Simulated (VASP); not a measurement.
# Ga (P6_3/mmc) in VASP: a series of runs, part 2 of 2

VASP 6.6.1.

### 4 Single point, PBEsol (16.42 Å³/atom)

This run uses another cell than the first one, of 16.42 Å³/atom.

Contents of INCAR:

```
PREC = Accurate
ENCUT = 520
EDIFF = 1E-6
ISMEAR = -1
SIGMA = 0.1
LREAL = False
LASPH = True
NELM = 60
ALGO = Normal
ISIF = 2
LWAVE = False
LCHARG = False
GGA = PS
NBANDS = 20
```

Contents of KPOINTS:

```
regular mesh
0
Gamma
  14 14 8
```

Contents of POSCAR:

```
Ga
1.0
    2.8835204519      0.0000000000      0.0000000000
   -1.4417602260      2.4972019636      0.0000000000
    0.0000000000      0.0000000000      4.5609075698
Ga
2
Direct
    0.3333333333      0.6666666667      0.2500000000
    0.6666666667      0.3333333333      0.7500000000
```

Potentials or basis: VASP PAW PBE potentials, release 64 (Ga_d).

Launch:

```bash
$ cat potpaw_PBE.64/Ga_d/POTCAR > POTCAR
$ mpirun -np 1 vasp_std > vasp.out
```

OUTCAR:

```text
PREC = Accurate
   ENCUT = 520
   EDIFF = 1E-6
   ISMEAR = -1
   LREAL = False
   LASPH = True
   NELM = 60
   ISIF = 2
   GGA = PS

 ion  position               nearest neighbor table
   1  0.333  0.667  0.250-   2 2.82   2 2.82   2 2.82   2 2.82   2 2.82   2 2.82
   2  0.667  0.333  0.750-   1 2.82   1 2.82   1 2.82   1 2.82   1 2.82   1 2.82

  LATTYP: Found a hexagonal cell.
 ALAT       =     2.8835204519
 C/A-ratio  =     1.5817150063

  Lattice vectors:

 A1 = (   2.8835204519,   0.0000000000,   0.0000000000)
 A2 = (  -1.4417602260,   2.4972019636,   0.0000000000)
 A3 = (   0.0000000000,   0.0000000000,   4.5609075698)

Analysis of symmetry for initial positions (statically):
=====================================================================
 Subroutine PRICEL returns:
 Original cell was already a primitive cell.

 Routine SETGRP: Setting up the symmetry group for a
 hexagonal supercell.

 Subroutine GETGRP returns: Found 24 space group operations
 (whereof 12 operations were pure point group operations)
 out of a pool of 24 trial point group operations.

The static configuration has the point symmetry D_3d.
 The point group associated with its full space group is D_6h.

Analysis of symmetry for dynamics (positions and initial velocities):
=====================================================================
 Subroutine PRICEL returns:
 Original cell was already a primitive cell.

 Routine SETGRP: Setting up the symmetry group for a
 hexagonal supercell.

 Subroutine GETGRP returns: Found 24 space group operations
 (whereof 12 operations were pure point group operations)
 out of a pool of 24 trial point group operations.

The dynamic configuration has the point symmetry D_3d.
 The point group associated with its full space group is D_6h.

 Subroutine INISYM returns: Found 24 space group operations
 (whereof 12 operations are pure point group operations),
 and found     1 'primitive' translations

----------------------------------------------------------------------------------------

                                     Primitive cell

  volume of cell :      32.8419

  direct lattice vectors                    reciprocal lattice vectors
     2.883520452  0.000000000  0.000000000     0.346798303  0.200224094  0.000000000
    -1.441760226  2.497201964  0.000000000     0.000000000  0.400448187  0.000000000
     0.000000000  0.000000000  4.560907570     0.000000000  0.000000000  0.219254608

  length of vectors
     2.883520452  2.883520452  4.560907570     0.400448187  0.400448187  0.219254608

  position of ions in fractional coordinates (direct lattice)
     0.333333333  0.666666667  0.250000000
     0.666666667  0.333333333  0.750000000

  ion indices of the primitive-cell ions
   primitive index   ion index
                 1           1
                 2           2

----------------------------------------------------------------------------------------

 KPOINTS: regular mesh

Automatic generation of k-mesh.
 Grid dimensions read from file:
 generate k-points for:   14   14    8

 Generating k-lattice:

  Cartesian coordinates                     Fractional coordinates (reciprocal lattice)
     0.024771307  0.014301721  0.000000000     0.071428571  0.000000000  0.000000000
     0.000000000  0.028603442  0.000000000     0.000000000  0.071428571  0.000000000
     0.000000000  0.000000000  0.027406826     0.000000000  0.000000000  0.125000000

  Length of vectors
     0.028603442  0.028603442  0.027406826

  Shift w.r.t. Gamma in fractional coordinates (k-lattice)
     0.000000000  0.000000000  0.000000000

 Subroutine IBZKPT returns following result:
 ===========================================

 Found    120 irreducible k-points:

 Following reciprocal coordinates:
            Coordinates               Weight
  0.000000  0.000000  0.000000      1.000000
  0.071429 -0.000000  0.000000      6.000000
  0.142857 -0.000000  0.000000      6.000000
  0.214286 -0.000000  0.000000      6.000000
  0.285714  0.000000  0.000000      6.000000
  0.357143  0.000000  0.000000      6.000000
[... 16 lines left out ...]
  0.285714  0.285714  0.000000      6.000000
  0.357143  0.285714  0.000000      6.000000
 [... further k-points ...]
   k-points           NKPTS =    120   k-points in BZ     NKDIM =    120   number of bands    NBANDS=     20
   number of dos      NEDOS =    301   number of ions     NIONS =      2
   total plane-waves  NPLWV =  20736
   dimension x,y,z NGX =    24 NGY =   24 NGZ =   36
   dimension x,y,z NGXF=    48 NGYF=   48 NGZF=   72
   ions per type =               2
   NGX,Y,Z   is equivalent  to a cutoff of  13.84, 13.84, 13.12 a.u.
   NGXF,Y,Z  is equivalent  to a cutoff of  27.67, 27.67, 26.24 a.u.
 SYSTEM =  unknown system
   PREC   = accura    normal or accurate (medium, high low for compatibility)
   ISTART =      0    job   : 0-new  1-cont  2-samecut
   ICHARG =      2    charge: 1-file 2-atom 10-const
   ISPIN  =      1    spin polarized calculation?
   LNONCOLLINEAR =      F non collinear calculations
   LSORBIT =      F    spin-orbit coupling
   LASPH  =      T    aspherical Exc in radial PAW
   ENCUT  =  520.0 eV  38.22 Ry    6.18 a.u.   5.36  5.36  8.48*2*pi/ulx,y,z
   NELM   =     60;   NELMIN=  2; NELMDL= -5     # of ELM steps
   EDIFF  = 0.1E-05   stopping-criterion for ELM
   LREAL  =      F    real-space projection
   EDIFFG = 0.1E-04   stopping-criterion for IOM
   NSW    =      0    number of steps for IOM
   IBRION =     -1    ionic relax: 0-MD 1-quasi-New 2-CG
   NFREE  =      0    steps in history (QN), initial steepest desc. (CG)
   ISIF   =      2    stress and relaxation
   ISYM   =      2    0-nonsym 1-usesym 2-fastsym
   POTIM  = 0.5000    time-step for ionic-motion
   TEBEG  =    0.0;   TEEND  =   0.0 temperature during run
   PSTRESS=    0.0 pullay stress
   NELECT =      26.0000    total number of electrons
   NUPDOWN=      -1.0000    fix difference up-down
   EMIN   =  10.00;   EMAX   =-10.00  energy-range for DOS
   EFERMI =   0.00;   METHOD = LEGACY
   ISMEAR =    -1;   SIGMA  =   0.10  broadening in eV -4-tet -1-fermi 0-gaus
   EFERMI_NEDOS =   21; number of points for ismear=-14 and -15
   IALGO  =     38    algorithm
   IMIX   =      4    mixing-type and parameters
     AMIX     =   0.40;   BMIX     =  1.00
     AMIX_MAG =   1.60;   BMIX_MAG =  1.00
  volume/ion in A,a.u.               =      16.42       110.81
  Fermi-wavevector in a.u.,A,eV,Ry     =   1.514456  2.861907 31.206004  2.293577
  Thomas-Fermi vector in A             =   2.624111
   LORBIT       =      0    0 simple, 1 ext, 2 COOP (PROOUT), +10 PAW based schemes
   GGA     = PS    functional components
   LHFCALC =     F    Hartree Fock is set to
   AEXX    =    0.0000 exact exchange contribution
   IVDW    =     0    specifies the selected vdW correction
   LEPSILON=     F    determine dielectric tensor
   LRPA    =     F    only Hartree local field effects (RPA)
 non-spin polarized calculation
  energy-cutoff  :      520.00
  volume of cell :       32.84
 maximum number of plane-waves:       911
 NGX is ok and might be reduce to    24
   NGX = 11   NGY = 11   NGZ = 17

 number of electron      25.9999995 magnetization

 Free energy of the ion-electron system (eV)
  ---------------------------------------------------
  ext. energy  EPLUGINS =         0.00000000
  ---------------------------------------------------
  free energy    TOTEN  =        -6.59305807 eV

  energy without entropy =       -6.56465419  energy(sigma->0) =       -6.57885613

 E-fermi :   6.8093     XC(G=0): -11.8661

 val. band max:        6.7921346574   @ k =   0.2857   0.2143   0.0000
 cond. band min:       6.8515495607   @ k =   0.3571   0.2857   0.2500
 fundamental gap:      0.0594149032
 Fermi energy:         6.8093484700

 k-point     1 :       0.0000    0.0000    0.0000
  band No.  band energies     occupation
      1      -8.3435      2.00000
      2      -8.1805      2.00000
      3      -8.1803      2.00000
      4      -8.1803      2.00000
      5      -8.1433      2.00000
      6      -8.1433      2.00000
[... 12 lines left out ...]
     19      21.5352      0.00000
     20      21.7093      0.00000
[... 507 lines left out ...]
 k-point    24 :       0.3571    0.2857    0.0000
  band No.  band energies     occupation
      1      -8.3700      2.00000
      2      -8.2416      2.00000
      3      -8.2011      2.00000
      4      -8.1651      2.00000
      5      -8.1322      2.00000
      6      -8.1110      2.00000
[... 12 lines left out ...]
     19      13.7449      0.00000
     20      25.4634      0.00000

 [... further k-points ...]

------------------------ aborting loop because EDIFF is reached ----------------------------------------

  FORCE on cell =-STRESS in cart. coord.  units (eV):
  Direction    XX          YY          ZZ          XY          YZ          ZX
  --------------------------------------------------------------------------------------
  -------------------------------------------------------------------------------------
  Total        1.2441124      1.2441124      1.4231464     -0.0000000     -0.0000000     -0.0000000
  in kB       60.6935038     60.6935038     69.4276052     -0.0000000     -0.0000000     -0.0000000
  external PRESSURE =      63.6048710 kB  Pullay stress =       0.0000000 kB

 VOLUME and BASIS-vectors are now :
 -----------------------------------------------------------------------------
  energy-cutoff  :      520.00
  volume of cell :       32.84
      direct lattice vectors                 reciprocal lattice vectors
     2.883520452  0.000000000  0.000000000     0.346798303  0.200224094  0.000000000
    -1.441760226  2.497201964  0.000000000     0.000000000  0.400448187  0.000000000
     0.000000000  0.000000000  4.560907570     0.000000000  0.000000000  0.219254608

 POSITION                                       TOTAL-FORCE (eV/Angst)
 -----------------------------------------------------------------------------------
     -0.00000      1.66480      1.14023        -0.000000      0.000000      0.000000
      1.44176      0.83240      3.42068         0.000000      0.000000      0.000000
 -----------------------------------------------------------------------------------
    total drift:                                0.000000     -0.000000      0.000000

  FREE ENERGIE OF THE ION-ELECTRON SYSTEM (eV)
  ---------------------------------------------------
  free  energy   TOTEN  =        -6.5930580657 eV

  energy  without entropy=       -6.5646541944  energy(sigma->0) =       -6.57885613
```

Run time: 93 s. Hardware: 1 thread of Intel Xeon 8259CL, shared host; peak memory 0.2 GiB.

Results:

```
Free energy            : -6.5931 eV
Pressure               : 6.4 GPa
Band gap on the k mesh : zero (bands 13 and 14 overlap by 8.89 eV)
```

Stress tensor (GPa, compression positive):
```
6.07 0.00 0.00
0.00 6.07 0.00
0.00 0.00 6.94
```

Caveat: the cell stands under pressure; the PAW data sets were made with another functional, which shifts forces and pressure a little.

### 5 Single point, PBEsol (17.13 Å³/atom)

This run uses another cell than the first one, of 17.13 Å³/atom.

Contents of INCAR:

```
PREC = Accurate
ENCUT = 520
EDIFF = 1E-6
ISMEAR = -1
SIGMA = 0.1
LREAL = F
LASPH = T
NELM = 100
ALGO = Normal
ISIF = 2
LWAVE = F
LCHARG = F
GGA = PS
NBANDS = 20
```

KPOINTS is that of step 4.

Contents of POSCAR:

```
Ga
1.0
    2.9247191674      0.0000000000      0.0000000000
   -1.4623595837      2.5328810979      0.0000000000
    0.0000000000      0.0000000000      4.6260721963
Ga
2
Direct
    0.3333333333      0.6666666667      0.2500000000
    0.6666666667      0.3333333333      0.7500000000
```

Launch:

```bash
$ cat potpaw_PBE.64/Ga_d/POTCAR > POTCAR
$ mpirun -np 1 vasp_std > vasp.out
```

It took 1.7 min on 1 thread of Intel Xeon 8259CL, shared host; peak memory 0.2 GiB.

Results (log left out):

| Item | Value |
| --- | --- |
| Free energy | -6.6341 eV |
| Pressure | 3.0 GPa |
| Band gap on the k mesh | zero (bands 13 and 14 overlap by 8.59 eV) |

Stress tensor (GPa, compression positive):
```
2.76 0.00 0.00
0.00 2.76 0.00
0.00 0.00 3.41
```

Levels at points of the mesh, in eV from the Fermi level:
```csv
k point,band 11,band 12,band 13,band 14,band 15,band 16
"(0.00, 0.00, 0.00)",-11.85,-4.64,-4.33,9.94,9.94,12.10
"(0.50, 0.00, 0.00)",-6.05,-5.38,0.95,0.99,1.01,3.24
"(0.00, 0.00, 0.50)",-10.03,-10.03,4.49,4.49,11.33,11.33
"(0.50, 0.00, 0.50)",-4.31,-4.31,-3.48,-3.48,6.77,6.77
```

Caveat: the PAW data sets were made with another functional, which shifts forces and pressure a little.

### 6 Overview

| cell | k mesh | gap on the mesh (eV) | pressure (GPa) |
| --- | --- | --- | --- |
| a = 2.965, b = 2.965, c = 4.689 Å, angles 90.0, 90.0, 120.0°, 2 atoms | 12 × 12 × 7 | none | 0.1 |
| a = 2.841, b = 2.841, c = 4.494 Å, angles 90.0, 90.0, 120.0°, 2 atoms | 14 × 14 × 8 | none | 10.6 |
| a = 2.884, b = 2.884, c = 4.561 Å, angles 90.0, 90.0, 120.0°, 2 atoms | 14 × 14 × 8 | none | 6.4 |
| a = 2.925, b = 2.925, c = 4.626 Å, angles 90.0, 90.0, 120.0°, 2 atoms | 14 × 14 × 8 | none | 3.0 |

Alike in all rows: task single point; level PBEsol; potentials or basis VASP PAW PBE potentials, release 64 (Ga_d); no spin polarisation; cutoff (eV) 520; smearing fermi-dirac 0.1 eV.

Caveats: the PAW data sets were made with another functional, which shifts forces and pressure a little; the cell stands under pressure (at least some runs).

Total energies depend on the potentials used, so only differences within one code and one set of settings carry meaning.

The gap in the log of VASP goes by the Fermi energy; the results here count the filled bands.